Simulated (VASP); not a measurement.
# CsSnI3 (P4/mmm) in VASP: a series of runs

The runs below take CsSnI3 through single point, with PBEsol.

All numbers are computed with VASP 6.6.1; they aren't measurements. Logs are shortened: lines on timing, memory, paths and dates and some standing lists are left out, and cuts for length are marked.

## 1. The cell of the first run

It takes space group P4/mmm (No. 123, tetragonal). Conventional cell: a = 5.957 Å, b = 5.957 Å, c = 5.709 Å, α = 90.00°, β = 90.00°, γ = 90.00°. Within 5.4 Å of Cs (site symmetry 4/mmm) lie 12 I at 4.13 to 4.21 Å and 8 Sn at 5.09 Å. Sn (site symmetry 4/mmm) has 6 I at 2.85 to 2.98 Å within 3.8 Å. Within 3.9 Å of I (site symmetry mmm) lie 2 Sn at 2.98 Å. Within 3.8 Å of I (site symmetry 4/mmm) lie 2 Sn at 2.85 Å.

## 2. Single point, PBEsol (strain -0.040 along x and y, -0.080 along z)

INCAR reads:

```
SYSTEM = CsSnI3
PREC = Accurate
ENCUT = 520
EDIFF = 1E-6
ISMEAR = 0
SIGMA = 0.03
LREAL = .FALSE.
LASPH = .TRUE.
NELM = 100
ALGO = Normal
ISIF = 2
LWAVE = .FALSE.
LCHARG = .FALSE.
GGA = PS
NBANDS = 30
```

KPOINTS reads:

```
regular mesh
0
G
  6 6 6
  0 0 0
```

POSCAR reads:

```
CsSnI3
1.0
    5.9574720000      0.0000000000      0.0000000000
    0.0000000000      5.9574720000      0.0000000000
    0.0000000000      0.0000000000      5.7092440000
Cs Sn I
1 1 3
Direct
    0.0000000000      0.0000000000      0.0000000000
    0.5000000000      0.5000000000      0.5000000000
    0.0000000000      0.5000000000      0.5000000000
    0.5000000000      0.0000000000      0.5000000000
    0.5000000000      0.5000000000      0.0000000000
```

Potentials or basis: VASP PAW PBE potentials, release 64 (Cs_sv, Sn_d, I).

The run is started by

```console
$ cat potpaw_PBE.64/Cs_sv/POTCAR potpaw_PBE.64/Sn_d/POTCAR potpaw_PBE.64/I/POTCAR > POTCAR
$ mpirun -np 1 vasp_std > vasp.out
```

OUTCAR:

```text
SYSTEM = CsSnI3
   PREC = Accurate
   ENCUT = 520
   EDIFF = 1E-6
   ISMEAR = 0
   LREAL = .FALSE.
   LASPH = .TRUE.
   NELM = 100
   ISIF = 2
   GGA = PS

 ion  position               nearest neighbor table
   1  0.000  0.000  0.000-
   2  0.500  0.500  0.500-   5 2.85   5 2.85   3 2.98   4 2.98   4 2.98   3 2.98
   3  0.000  0.500  0.500-   2 2.98   2 2.98
   4  0.500  0.000  0.500-   2 2.98   2 2.98
   5  0.500  0.500  0.000-   2 2.85   2 2.85

  LATTYP: Found a simple tetragonal cell.
 ALAT       =     5.9574720000
 C/A-ratio  =     0.9583333333

  Lattice vectors:

 A1 = (   5.9574720000,   0.0000000000,   0.0000000000)
 A2 = (   0.0000000000,   5.9574720000,   0.0000000000)
 A3 = (   0.0000000000,   0.0000000000,   5.7092440000)

Analysis of symmetry for initial positions (statically):
=====================================================================
 Subroutine PRICEL returns:
 Original cell was already a primitive cell.

 Routine SETGRP: Setting up the symmetry group for a
 simple tetragonal supercell.

 Subroutine GETGRP returns: Found 16 space group operations
 (whereof 16 operations were pure point group operations)
 out of a pool of 16 trial point group operations.

The static configuration has the point symmetry D_4h.

Analysis of symmetry for dynamics (positions and initial velocities):
=====================================================================
 Subroutine PRICEL returns:
 Original cell was already a primitive cell.

 Routine SETGRP: Setting up the symmetry group for a
 simple tetragonal supercell.

 Subroutine GETGRP returns: Found 16 space group operations
 (whereof 16 operations were pure point group operations)
 out of a pool of 16 trial point group operations.

The dynamic configuration has the point symmetry D_4h.

 Subroutine INISYM returns: Found 16 space group operations
 (whereof 16 operations are pure point group operations),
 and found     1 'primitive' translations

----------------------------------------------------------------------------------------

                                     Primitive cell

  volume of cell :     202.6295

  direct lattice vectors                    reciprocal lattice vectors
     5.957472000  0.000000000  0.000000000     0.167856433  0.000000000  0.000000000
     0.000000000  5.957472000  0.000000000     0.000000000  0.167856433  0.000000000
     0.000000000  0.000000000  5.709244000     0.000000000  0.000000000  0.175154539

  length of vectors
     5.957472000  5.957472000  5.709244000     0.167856433  0.167856433  0.175154539

  position of ions in fractional coordinates (direct lattice)
     0.000000000  0.000000000  0.000000000
     0.500000000  0.500000000  0.500000000
     0.000000000  0.500000000  0.500000000
     0.500000000  0.000000000  0.500000000
     0.500000000  0.500000000  0.000000000

  ion indices of the primitive-cell ions
   primitive index   ion index
                 1           1
                 2           2
                 3           3
                 4           4
                 5           5

----------------------------------------------------------------------------------------

 KPOINTS: regular mesh

Automatic generation of k-mesh.
 Grid dimensions read from file:
 generate k-points for:    6    6    6

 Generating k-lattice:

  Cartesian coordinates                     Fractional coordinates (reciprocal lattice)
     0.027976072  0.000000000  0.000000000     0.166666667  0.000000000  0.000000000
     0.000000000  0.027976072  0.000000000     0.000000000  0.166666667  0.000000000
     0.000000000  0.000000000  0.029192423     0.000000000  0.000000000  0.166666667

  Length of vectors
     0.027976072  0.027976072  0.029192423

  Shift w.r.t. Gamma in fractional coordinates (k-lattice)
     0.000000000  0.000000000  0.000000000

 Subroutine IBZKPT returns following result:
 ===========================================

 Found     40 irreducible k-points:

 Following reciprocal coordinates:
            Coordinates               Weight
  0.000000  0.000000  0.000000      1.000000
  0.166667  0.000000  0.000000      4.000000
  0.333333  0.000000  0.000000      4.000000
  0.500000  0.000000  0.000000      2.000000
  0.166667  0.166667  0.000000      4.000000
  0.333333  0.166667  0.000000      8.000000
[... 16 lines left out ...]
  0.333333  0.000000  0.333333      8.000000
  0.500000  0.000000  0.333333      4.000000
 [... further k-points ...]
   k-points           NKPTS =     40   k-points in BZ     NKDIM =     40   number of bands    NBANDS=     30
   number of dos      NEDOS =    301   number of ions     NIONS =      5
   total plane-waves  NPLWV =  96768
   dimension x,y,z NGX =    48 NGY =   48 NGZ =   42
   dimension x,y,z NGXF=    96 NGYF=   96 NGZF=   84
   ions per type =               1   1   3
   NGX,Y,Z   is equivalent  to a cutoff of  13.39, 13.39, 12.23 a.u.
   NGXF,Y,Z  is equivalent  to a cutoff of  26.79, 26.79, 24.46 a.u.
 SYSTEM =  CsSnI3
   PREC   = accura    normal or accurate (medium, high low for compatibility)
   ISTART =      0    job   : 0-new  1-cont  2-samecut
   ICHARG =      2    charge: 1-file 2-atom 10-const
   ISPIN  =      1    spin polarized calculation?
   LNONCOLLINEAR =      F non collinear calculations
   LSORBIT =      F    spin-orbit coupling
   LASPH  =      T    aspherical Exc in radial PAW
   ENCUT  =  520.0 eV  38.22 Ry    6.18 a.u.  11.08 11.08 10.62*2*pi/ulx,y,z
   NELM   =    100;   NELMIN=  2; NELMDL= -5     # of ELM steps
   EDIFF  = 0.1E-05   stopping-criterion for ELM
   LREAL  =      F    real-space projection
   EDIFFG = 0.1E-04   stopping-criterion for IOM
   NSW    =      0    number of steps for IOM
   IBRION =     -1    ionic relax: 0-MD 1-quasi-New 2-CG
   NFREE  =      0    steps in history (QN), initial steepest desc. (CG)
   ISIF   =      2    stress and relaxation
   ISYM   =      2    0-nonsym 1-usesym 2-fastsym
   POTIM  = 0.5000    time-step for ionic-motion
   TEBEG  =    0.0;   TEEND  =   0.0 temperature during run
   PSTRESS=    0.0 pullay stress
   NELECT =      44.0000    total number of electrons
   NUPDOWN=      -1.0000    fix difference up-down
   EMIN   =  10.00;   EMAX   =-10.00  energy-range for DOS
   EFERMI =   0.00;   METHOD = LEGACY
   ISMEAR =     0;   SIGMA  =   0.03  broadening in eV -4-tet -1-fermi 0-gaus
   EFERMI_NEDOS =   21; number of points for ismear=-14 and -15
   IALGO  =     38    algorithm
   IMIX   =      4    mixing-type and parameters
     AMIX     =   0.40;   BMIX     =  1.00
     AMIX_MAG =   1.60;   BMIX_MAG =  1.00
  volume/ion in A,a.u.               =      40.53       273.48
  Fermi-wavevector in a.u.,A,eV,Ry     =   0.983992  1.859475 13.173705  0.968240
  Thomas-Fermi vector in A             =   2.115191
   LORBIT       =      0    0 simple, 1 ext, 2 COOP (PROOUT), +10 PAW based schemes
   GGA     = PS    functional components
   LHFCALC =     F    Hartree Fock is set to
   AEXX    =    0.0000 exact exchange contribution
   IVDW    =     0    specifies the selected vdW correction
   LEPSILON=     F    determine dielectric tensor
   LRPA    =     F    only Hartree local field effects (RPA)
 non-spin polarized calculation
 Gauss-broadening in eV      SIGMA  =   0.03
  energy-cutoff  :      520.00
  volume of cell :      202.63
 maximum number of plane-waves:      5488
 NGX is ok and might be reduce to    48
   NGX = 23   NGY = 23   NGZ = 21

 number of electron      43.9999992 magnetization

 Free energy of the ion-electron system (eV)
  ---------------------------------------------------
  ext. energy  EPLUGINS =         0.00000000
  ---------------------------------------------------
  free energy    TOTEN  =       -14.77158637 eV

  energy without entropy =      -14.77142965  energy(sigma->0) =      -14.77150801

 E-fermi :   4.3645     XC(G=0):  -8.4058

 val. band max:        4.3644504332   @ k =   0.5000   0.5000   0.5000
 cond. band min:       4.5292762254   @ k =   0.5000   0.3333   0.5000
 fundamental gap:      0.1648257922
 Fermi energy:         4.3644504335

 k-point     1 :       0.0000    0.0000    0.0000
  band No.  band energies     occupation
      1     -18.0699      2.00000
      2     -17.7100      2.00000
      3     -17.6861      2.00000
      4     -17.6429      2.00000
      5     -17.6429      2.00000
      6     -17.6425      2.00000
[... 22 lines left out ...]
     29       9.5922      0.00000
     30       9.5924      0.00000

 k-point     2 :       0.1667    0.0000    0.0000
  band No.  band energies     occupation
      1     -18.0696      2.00000
      2     -17.7098      2.00000
      3     -17.6854      2.00000
      4     -17.6430      2.00000
      5     -17.6429      2.00000
      6     -17.6426      2.00000
[... 22 lines left out ...]
     29       8.4174      0.00000
     30       9.4385      0.00000

 k-point     3 :       0.3333    0.0000    0.0000
  band No.  band energies     occupation
      1     -18.0691      2.00000
      2     -17.7094      2.00000
      3     -17.6840      2.00000
      4     -17.6432      2.00000
      5     -17.6429      2.00000
      6     -17.6428      2.00000
[... 22 lines left out ...]
     29       8.3863      0.00000
     30       8.7313      0.00000

 k-point     4 :       0.5000    0.0000    0.0000
  band No.  band energies     occupation
      1     -18.0688      2.00000
      2     -17.7092      2.00000
      3     -17.6833      2.00000
      4     -17.6433      2.00000
      5     -17.6429      2.00000
      6     -17.6429      2.00000
[... 22 lines left out ...]
     29       9.0257      0.00000
     30       9.5218      0.00000

 k-point     5 :       0.1667    0.1667    0.0000
  band No.  band energies     occupation
      1     -18.0694      2.00000
      2     -17.7096      2.00000
      3     -17.6847      2.00000
      4     -17.6430      2.00000
      5     -17.6430      2.00000
      6     -17.6427      2.00000
[... 22 lines left out ...]
     29       8.2358      0.00000
     30       8.4912      0.00000
[... 526 lines left out ...]
     29       8.3944      0.00000
     30       8.7664      0.00000

 k-point    22 :       0.1667    0.0000    0.3333
  band No.  band energies     occupation
      1     -18.0683      2.00000
      2     -17.7046      2.00000
      3     -17.6854      2.00000
      4     -17.6436      2.00000
      5     -17.6435      2.00000
      6     -17.6426      2.00000
[... 22 lines left out ...]
     29       8.4391      0.00000
     30       8.7033      0.00000

 k-point    23 :       0.3333    0.0000    0.3333
  band No.  band energies     occupation
      1     -18.0679      2.00000
      2     -17.7043      2.00000
      3     -17.6840      2.00000
      4     -17.6438      2.00000
      5     -17.6435      2.00000
      6     -17.6427      2.00000
[... 22 lines left out ...]
     29       8.6250      0.00000
     30       8.7458      0.00000

 k-point    24 :       0.5000    0.0000    0.3333
  band No.  band energies     occupation
      1     -18.0676      2.00000
      2     -17.7041      2.00000
      3     -17.6833      2.00000
      4     -17.6439      2.00000
      5     -17.6435      2.00000
      6     -17.6428      2.00000
[... 22 lines left out ...]
     29       8.7731      0.00000
     30       9.1547      0.00000

 [... further k-points ...]
[... 5 lines left out ...]
  --------------------------------------------------------------------------------------
  -------------------------------------------------------------------------------------
  Total        2.9518106      2.9518106      6.7812020      0.0000000      0.0000000      0.0000000
  in kB       23.3397634     23.3397634     53.6184974      0.0000000      0.0000000      0.0000000
  external PRESSURE =      33.4326747 kB  Pullay stress =       0.0000000 kB

 VOLUME and BASIS-vectors are now :
 -----------------------------------------------------------------------------
  energy-cutoff  :      520.00
  volume of cell :      202.63
      direct lattice vectors                 reciprocal lattice vectors
     5.957472000  0.000000000  0.000000000     0.167856433  0.000000000  0.000000000
     0.000000000  5.957472000  0.000000000     0.000000000  0.167856433  0.000000000
     0.000000000  0.000000000  5.709244000     0.000000000  0.000000000  0.175154539

 POSITION                                       TOTAL-FORCE (eV/Angst)
 -----------------------------------------------------------------------------------
      0.00000      0.00000      0.00000         0.000000      0.000000      0.000000
      2.97874      2.97874      2.85462         0.000000      0.000000      0.000000
      0.00000      2.97874      2.85462         0.000000      0.000000      0.000000
      2.97874      0.00000      2.85462         0.000000      0.000000      0.000000
      2.97874      2.97874      0.00000         0.000000      0.000000      0.000000
 -----------------------------------------------------------------------------------
    total drift:                                0.000000     -0.000000     -0.000000

  FREE ENERGIE OF THE ION-ELECTRON SYSTEM (eV)
  ---------------------------------------------------
  free  energy   TOTEN  =       -14.7715863673 eV

  energy  without entropy=      -14.7714296479  energy(sigma->0) =      -14.77150801
```

It took 2.9 min on 1 thread of Intel Xeon Platinum 8488C (Sapphire Rapids), shared host; peak memory 0.45 GiB.

What came out:

| Item | Value |
| --- | --- |
| Free energy | -14.7716 eV |
| Pressure | 3.3 GPa |
| Band gap on the k mesh | zero (filled and empty bands touch) |

Caveat: the cell differs from its parent crystal (strain -0.040 along x and y, -0.080 along z); the cell stands under pressure; semilocal functionals underestimate gaps, and a narrow one can read as zero; the PAW data sets were made with another functional, which shifts forces and pressure a little; spin-orbit coupling is left out, which moves the levels of the heavy elements.

## 3. Single point, PBEsol (strain +0.000 along x and y, -0.040 along z)

INCAR reads:

```
SYSTEM = CsSnI3
  PREC = Accurate
  ENCUT = 520
  EDIFF = 1E-7
  ISMEAR = 0
  SIGMA = 0.03
  LREAL = .False.
  LASPH = .True.
  NELM = 60
  ALGO = Normal
  ISIF = 2
  LWAVE = .False.
  LCHARG = .False.
  GGA = PS
  NBANDS = 30
```

KPOINTS reads:

```
Automatic mesh
0
Gamma
  6 6 6
  0 0 0
```

POSCAR: that of step 2 with these lines changed.

```diff
@@ -2,5 +2,5 @@
 1.0
-    5.9574720000      0.0000000000      0.0000000000
-    0.0000000000      5.9574720000      0.0000000000
-    0.0000000000      0.0000000000      5.7092440000
+    6.2057000000      0.0000000000      0.0000000000
+    0.0000000000      6.2057000000      0.0000000000
+    0.0000000000      0.0000000000      5.9574720000
 Cs Sn I
```

Potentials or basis: VASP PAW PBE potentials, release 64 (Cs_sv, Sn_d, I).

The run is started by

```console
$ cat potpaw_PBE.64/Cs_sv/POTCAR potpaw_PBE.64/Sn_d/POTCAR potpaw_PBE.64/I/POTCAR > POTCAR
$ mpirun -np 1 vasp_std > vasp.out
```

Wall time 4.1 min (1 thread of Intel Xeon Platinum 8488C (Sapphire Rapids), shared host); peak memory 0.49 GiB.

It converged, with:

- Free energy: -15.0446 eV
- Pressure: 0.2 GPa
- Band gap on the k mesh: zero (filled and empty bands touch)

Stress tensor (GPa, compression positive):
```
-0.40  0.00  0.00
 0.00 -0.40  0.00
 0.00  0.00  1.37
```

Levels at points of the mesh, in eV from the Fermi level:
```
           k point  band 20  band 21  band 22  band 23  band 24  band 25
(0.00, 0.00, 0.00)    -2.43    -2.40    -2.40     1.87     2.71     2.81
(0.50, 0.00, 0.00)    -2.57    -2.53    -1.80     0.90     3.45     3.61
(0.50, 0.50, 0.00)    -2.77    -2.02    -1.02     0.61     0.61     3.94
(0.00, 0.00, 0.50)    -2.58    -2.58    -1.46     0.99     3.64     3.65
(0.50, 0.00, 0.50)    -2.77    -1.94    -0.71     0.46     0.72     3.67
(0.50, 0.50, 0.50)    -1.92    -1.92     0.00     0.00     0.06     0.31
```

Caveat: the cell differs from its parent crystal (strain +0.000 along x and y, -0.040 along z); semilocal functionals underestimate gaps, and a narrow one can read as zero; the PAW data sets were made with another functional, which shifts forces and pressure a little; spin-orbit coupling is left out, which moves the levels of the heavy elements.

The gap in the log of VASP goes by the Fermi energy; the results here count the filled bands.